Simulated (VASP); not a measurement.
Here is a VASP 6.6.1 calculation.

INCAR

```
SYSTEM = TiSi2
PREC     = Accurate       ! precision mode
ENCUT    = 520            ! plane-wave cutoff, eV
EDIFF    = 1E-7           ! SCF threshold, eV
ISMEAR   = 0              ! smearing method
SIGMA    = 0.1            ! smearing width, eV
LREAL    = .False.        ! projectors in reciprocal space
LASPH    = .True.         ! aspherical terms in the spheres
NELM     = 100            ! most SCF steps
ALGO     = Normal         ! electronic algorithm
ISIF     = 2              ! what is computed and relaxed
LWAVE    = .False.        ! write WAVECAR
LCHARG   = .False.        ! write CHGCAR
GGA      = PE             ! functional
NBANDS   = 29             ! bands
```

The input KPOINTS:

```
regular mesh
0
Gamma
  10 10 10
  0 0 0
```

POSCAR

```
TiSi2
1.0
    0.0000000000      4.1351811252      4.2795976039
    2.4038689107      0.0000000000      4.2795976039
    2.4038689107      4.1351811252      0.0000000000
Ti Si
2 4
Direct
    0.7500000000      0.7500000000      0.7500000000
    0.5000000000      0.5000000000      0.5000000000
    0.0868244587      0.4131755413      0.0868244587
    0.4131755413      0.0868244587      0.4131755413
    0.1631755413      0.8368244587      0.1631755413
    0.8368244587      0.1631755413      0.8368244587
```

Potentials or basis: VASP PAW PBE potentials, release 64 (Ti_sv, Si).

Launch:

```bash
$ cat potpaw_PBE.64/Ti_sv/POTCAR potpaw_PBE.64/Si/POTCAR > POTCAR
$ mpirun -np 1 vasp_std > vasp.out
```

Q: Estimate the pressure.

A: 0.0 GPa.

Q: Estimate the band gap on the k mesh.

A: Zero (bands 20 and 21 overlap by 1.82 eV).
